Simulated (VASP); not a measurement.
# InP in VASP: further runs

Runs on InP. Level: PBEsol. Tasks: single point.

Program: VASP 6.6.1. These are calculated values, not measurements. Logs are shortened: lines on timing, memory, paths and dates and some standing lists are left out, and cuts for length are marked.

## 1. The cell of the first run

The cell holds a wire or tube with vacuum around it, 10 atoms: a = 14.500 Å, b = 14.800 Å, c = 5.003 Å, α = 90.00°, β = 90.00°, γ = 90.00°.

## 2. Single point, PBEsol

INCAR reads:

```
SYSTEM = InP
PREC = Accurate ; ENCUT = 520
EDIFF = 1E-7 ; ISMEAR = 0
SIGMA = 0.05 ; LREAL = .False.
LASPH = .True. ; NELM = 80
ALGO = Normal ; ISIF = 2
LWAVE = .False. ; LCHARG = .False.
GGA = PS ; NBANDS = 56
```

KPOINTS reads:

```
regular mesh
0
Gamma
  1 1 10
  0 0 0
```

POSCAR reads:

```
InP
1.0
   14.5000000000      0.0000000000      0.0000000000
    0.0000000000     14.8000000000      0.0000000000
    0.0000000000      0.0000000000      5.0032789245
In P
5 5
Direct
    0.5000000000      0.5000000000      0.0000000000
    0.5000000000      0.3120297697      0.5000000000
    0.5000000000      0.6879702303      0.5000000000
    0.3081249450      0.5000000000      0.5000000000
    0.6918750550      0.5000000000      0.5000000000
    0.3164292181      0.5000000000      0.0000000000
    0.6835707819      0.5000000000      0.0000000000
    0.5000000000      0.5000000000      0.5000000000
    0.5000000000      0.3201637131      0.0000000000
    0.5000000000      0.6798362869      0.0000000000
```

Potentials or basis: VASP PAW PBE potentials, release 64 (In_d, P).

The run is started by

```bash
> cat potpaw_PBE.64/In_d/POTCAR potpaw_PBE.64/P/POTCAR > POTCAR
> mpirun -np 1 vasp_std > vasp.out
```

OUTCAR:

```text
SYSTEM = InP
   PREC = Accurate
   ENCUT = 520
   EDIFF = 1E-7
   ISMEAR = 0
   LREAL = .False.
   LASPH = .True.
   NELM = 80
   ISIF = 2
   GGA = PS

 ion  position               nearest neighbor table
   1  0.500  0.500  0.000-   8 2.50   8 2.50  10 2.66   9 2.66   6 2.66   7 2.66   2 3.74   2 3.74
                             3 3.74   3 3.74   4 3.74   4 3.74   5 3.74   5 3.74
   2  0.500  0.312  0.500-   9 2.50   9 2.50   8 2.78   1 3.74   1 3.74   4 3.93   5 3.93
   3  0.500  0.688  0.500-  10 2.50  10 2.50   8 2.78   1 3.74   1 3.74   4 3.93   5 3.93
   4  0.308  0.500  0.500-   6 2.50   6 2.50   8 2.78   1 3.74   1 3.74   2 3.93   3 3.93
   5  0.692  0.500  0.500-   7 2.50   7 2.50   8 2.78   1 3.74   1 3.74   2 3.93   3 3.93
   6  0.316  0.500  0.000-   4 2.50   4 2.50   1 2.66
   7  0.684  0.500  0.000-   5 2.50   5 2.50   1 2.66
   8  0.500  0.500  0.500-   1 2.50   1 2.50   3 2.78   2 2.78   5 2.78   4 2.78
   9  0.500  0.320  0.000-   2 2.50   2 2.50   1 2.66
  10  0.500  0.680  0.000-   3 2.50   3 2.50   1 2.66

  LATTYP: Found a simple orthorhombic cell.
 ALAT       =     5.0032789245
 B/A-ratio  =     2.8980994701
 C/A-ratio  =     2.9580601488

  Lattice vectors:

 A1 = (   0.0000000000,   0.0000000000,   5.0032789245)
 A2 = (  14.5000000000,   0.0000000000,   0.0000000000)
 A3 = (   0.0000000000,  14.8000000000,   0.0000000000)

Analysis of symmetry for initial positions (statically):
=====================================================================
 Subroutine PRICEL returns:
 Original cell was already a primitive cell.

 Routine SETGRP: Setting up the symmetry group for a
 simple orthorhombic supercell.

 Subroutine GETGRP returns: Found  8 space group operations
 (whereof  8 operations were pure point group operations)
 out of a pool of  8 trial point group operations.

The static configuration has the point symmetry D_2h.

Analysis of symmetry for dynamics (positions and initial velocities):
=====================================================================
 Subroutine PRICEL returns:
 Original cell was already a primitive cell.

 Routine SETGRP: Setting up the symmetry group for a
 simple orthorhombic supercell.

 Subroutine GETGRP returns: Found  8 space group operations
 (whereof  8 operations were pure point group operations)
 out of a pool of  8 trial point group operations.

The dynamic configuration has the point symmetry D_2h.

 Subroutine INISYM returns: Found  8 space group operations
 (whereof  8 operations are pure point group operations),
[... 101 lines left out ...]
   POTIM  = 0.5000    time-step for ionic-motion
   TEBEG  =    0.0;   TEEND  =   0.0 temperature during run
   PSTRESS=    0.0 pullay stress
   NELECT =      90.0000    total number of electrons
   NUPDOWN=      -1.0000    fix difference up-down
   EMIN   =  10.00;   EMAX   =-10.00  energy-range for DOS
   EFERMI =   0.00;   METHOD = LEGACY
   ISMEAR =     0;   SIGMA  =   0.05  broadening in eV -4-tet -1-fermi 0-gaus
   EFERMI_NEDOS =   21; number of points for ismear=-14 and -15
   IALGO  =     38    algorithm
   IMIX   =      4    mixing-type and parameters
     AMIX     =   0.40;   BMIX     =  1.00
     AMIX_MAG =   1.60;   BMIX_MAG =  1.00
  volume/ion in A,a.u.               =     107.37       724.57
  Fermi-wavevector in a.u.,A,eV,Ry     =   0.716464  1.353920  6.984146  0.513320
  Thomas-Fermi vector in A             =   1.804891
   LORBIT       =      0    0 simple, 1 ext, 2 COOP (PROOUT), +10 PAW based schemes
   GGA     = PS    functional components
   LHFCALC =     F    Hartree Fock is set to
   AEXX    =    0.0000 exact exchange contribution
   IVDW    =     0    specifies the selected vdW correction
   LEPSILON=     F    determine dielectric tensor
   LRPA    =     F    only Hartree local field effects (RPA)
 non-spin polarized calculation
 Gauss-broadening in eV      SIGMA  =   0.05
  energy-cutoff  :      520.00
  volume of cell :     1073.70
 maximum number of plane-waves:     28981
 NGX is ok and might be reduce to   108
   NGX = 53   NGY = 55   NGZ = 19

 number of electron      90.0000030 magnetization

 Free energy of the ion-electron system (eV)
  ---------------------------------------------------
  ext. energy  EPLUGINS =         0.00000000
  ---------------------------------------------------
  free energy    TOTEN  =       -36.36159472 eV

  energy without entropy =      -36.35856779  energy(sigma->0) =      -36.36008126

 E-fermi :  -2.1506     XC(G=0):  -3.0847

 val. band max:       -2.1940136461   @ k =   0.0000   0.0000   0.5000
 cond. band min:      -2.0902271611   @ k =   0.0000   0.0000   0.5000
 fundamental gap:      0.1037864850
 Fermi energy:        -2.1505936964

 k-point     1 :       0.0000    0.0000    0.0000
  band No.  band energies     occupation
      1     -17.1803      2.00000
      2     -17.1367      2.00000
      3     -17.1271      2.00000
      4     -17.1268      2.00000
      5     -17.0306      2.00000
      6     -16.9126      2.00000
[... 343 lines left out ...]
     55       1.8040      0.00000
     56       2.0503      0.00000

------------------------ aborting loop because EDIFF is reached ----------------------------------------

  FORCE on cell =-STRESS in cart. coord.  units (eV):
  Direction    XX          YY          ZZ          XY          YZ          ZX
  --------------------------------------------------------------------------------------
  -------------------------------------------------------------------------------------
  Total        0.0016728      0.0091364     -0.0662867      0.0000000      0.0000000      0.0000000
  in kB        0.0024962      0.0136333     -0.0989128      0.0000000      0.0000000      0.0000000
  external PRESSURE =      -0.0275944 kB  Pullay stress =       0.0000000 kB

 VOLUME and BASIS-vectors are now :
 -----------------------------------------------------------------------------
  energy-cutoff  :      520.00
  volume of cell :     1073.70
      direct lattice vectors                 reciprocal lattice vectors
    14.500000000  0.000000000  0.000000000     0.068965517  0.000000000  0.000000000
     0.000000000 14.800000000  0.000000000     0.000000000  0.067567568  0.000000000
     0.000000000  0.000000000  5.003278925     0.000000000  0.000000000  0.199868929

 POSITION                                       TOTAL-FORCE (eV/Angst)
 -----------------------------------------------------------------------------------
      7.25000      7.40000      0.00000         0.000000      0.000000      0.000000
      7.25000      4.61804      2.50164         0.000000     -0.005416      0.000000
      7.25000     10.18196      2.50164         0.000000      0.005416     -0.000000
      4.46781      7.40000      2.50164        -0.005570     -0.000000      0.000000
     10.03219      7.40000      2.50164         0.005570      0.000000      0.000000
      4.58822      7.40000      0.00000        -0.012951      0.000000      0.000000
      9.91178      7.40000      0.00000         0.012951      0.000000     -0.000000
      7.25000      7.40000      2.50164         0.000000      0.000000      0.000000
      7.25000      4.73842      0.00000         0.000000     -0.013194      0.000000
      7.25000     10.06158      0.00000        -0.000000      0.013194      0.000000
 -----------------------------------------------------------------------------------
    total drift:                                0.000000      0.000000      0.000000

  FREE ENERGIE OF THE ION-ELECTRON SYSTEM (eV)
  ---------------------------------------------------
  free  energy   TOTEN  =       -36.3615947249 eV

  energy  without entropy=      -36.3585677893  energy(sigma->0) =      -36.36008126
```

OSZICAR:

```text
N       E                     dE             d eps       ncg     rms          rms(c)
DAV:   1     0.711313154748E+03    0.71131E+03   -0.34482E+04   816   0.124E+03
DAV:   2     0.376209076426E+02   -0.67369E+03   -0.66184E+03   840   0.307E+02
DAV:   3    -0.369924193458E+02   -0.74613E+02   -0.73873E+02   840   0.141E+02
[... 19 lines left out ...]
DAV:  23    -0.363615928506E+02   -0.21475E-04   -0.14262E-06   576   0.231E-03    0.269E-03
DAV:  24    -0.363615941185E+02   -0.12679E-05   -0.16271E-07   488   0.258E-03    0.880E-04
DAV:  25    -0.363615944765E+02   -0.35801E-06   -0.54984E-08   496   0.115E-03    0.409E-04
DAV:  26    -0.363615946993E+02   -0.22272E-06   -0.43958E-08   488   0.743E-04    0.402E-04
DAV:  27    -0.363615947249E+02   -0.25628E-07   -0.38506E-09   480   0.505E-04
   1 F= -.36361595E+02 E0= -.36360081E+02  d E =-.302694E-02
```

stdout:

```text
POSCAR found type information on POSCAR InP
 POSCAR found :  2 types and      10 ions
 scaLAPACK will be used
 -----------------------------------------------------------------------------
|                                                                             |
|                                                                             |
|     You enforced a specific xc type in the INCAR file but a different       |
|     I HOPE YOU KNOW WHAT YOU ARE DOING!                                     |
|                                                                             |
 -----------------------------------------------------------------------------

 LDA part: xc-table for (Slater+PW92), standard interpolation
 POSCAR, INCAR and KPOINTS ok, starting setup
 FFT: planning ... GRIDC
 FFT: planning ... GRID_SOFT
 FFT: planning ... GRID
 WAVECAR not read
 entering main loop
```

It took 7.4 min on 1 thread of Intel Xeon 6975P-C (Granite Rapids), shared host; peak memory 1 GiB.

Results:

```
Free energy            : -36.3616 eV
Largest force          : 0.013 eV/Å
Band gap on the k mesh : zero (bands 45 and 46 overlap by 0.99 eV)
```

Forces in eV/Å, atoms in the order of the input:
```
In   0.000  0.000  0.000
In   0.000 -0.005  0.000
In   0.000  0.005  0.000
In  -0.006  0.000  0.000
In   0.006  0.000  0.000
P   -0.013  0.000  0.000
P    0.013  0.000  0.000
P    0.000  0.000  0.000
P    0.000 -0.013  0.000
P    0.000  0.013  0.000
```

Levels at points of the mesh, in eV from the Fermi level:
```
           k point  band 40  band 41  band 42  band 43  band 44  band 45  band 46  band 47  band 48  band 49
(0.00, 0.00, 0.00)    -2.26    -2.16    -2.02    -1.55    -1.10    -1.10    -0.73    -0.33     0.63     0.63
(0.00, 0.00, 0.50)    -1.29    -0.25    -0.25    -0.04     0.06     0.18     0.36     1.63     1.63     1.82
```

Caveat: the PAW data sets were made with another functional, which shifts forces and pressure a little; spin-orbit coupling is left out, which moves the levels of the heavy elements.

## 3. Single point, PBEsol

This run uses another cell than the first one.

INCAR reads:

```
ALGO = Normal
EDIFF = 1E-6
ENCUT = 520
GGA = PS
ISIF = 2
ISMEAR = 0
LASPH = True
LCHARG = False
LREAL = False
LWAVE = False
NBANDS = 56
NELM = 60
PREC = Accurate
SIGMA = 0.05
```

KPOINTS reads:

```
k-points
0
Gamma
  1 1 10
```

POSCAR reads:

```
InP
1.0
   14.5000000000      0.0000000000      0.0000000000
    0.0000000000     14.8000000000      0.0000000000
    0.0000000000      0.0000000000      5.4591339208
In P
5 5
Direct
    0.5000000000      0.5000000000      0.0000000000
    0.5000000000      0.3155698000      0.5000000000
    0.5000000000      0.6844302000      0.5000000000
    0.3117540027      0.5000000000      0.5000000000
    0.6882459973      0.5000000000      0.5000000000
    0.3117540027      0.5000000000      0.0000000000
    0.6882459973      0.5000000000      0.0000000000
    0.5000000000      0.5000000000      0.5000000000
    0.5000000000      0.3155698000      0.0000000000
    0.5000000000      0.6844302000      0.0000000000
```

Potentials or basis: VASP PAW PBE potentials, release 64 (In_d, P).

The run is started by

```bash
> cat potpaw_PBE.64/In_d/POTCAR potpaw_PBE.64/P/POTCAR > POTCAR
> mpirun -np 1 vasp_std > vasp.out
```

Run time: 6.7 min. Hardware: 1 thread of Intel Xeon 6975P-C (Granite Rapids), shared host; peak memory 1.1 GiB.

It converged, with:

- Free energy: -35.3666 eV
- Largest force: 0.449 eV/Å
- Band gap on the k mesh: zero (bands 45 and 46 overlap by 0.67 eV)

Forces in eV/Å, atoms in the order of the input:
```
In   0.000  0.000  0.000
In   0.000  0.076  0.000
In   0.000 -0.076  0.000
In   0.075  0.000  0.000
In  -0.075  0.000  0.000
P    0.449  0.000  0.000
P   -0.449  0.000  0.000
P    0.000  0.000  0.000
P    0.000  0.449  0.000
P    0.000 -0.449  0.000
```

Levels at points of the mesh, in eV from the Fermi level:
| k point | band 43 | band 44 | band 45 | band 46 | band 47 | band 48 |
| --- | --- | --- | --- | --- | --- | --- |
| (0.00, 0.00, 0.00) | -1.55 | -0.75 | -0.75 | -0.40 | -0.02 | 0.15 |
| (0.00, 0.00, 0.50) | -0.09 | 0.04 | 0.08 | 0.37 | 1.43 | 1.72 |

Caveat: the PAW data sets were made with another functional, which shifts forces and pressure a little; spin-orbit coupling is left out, which moves the levels of the heavy elements.

The gap in the log of VASP goes by the Fermi energy; the results here count the filled bands.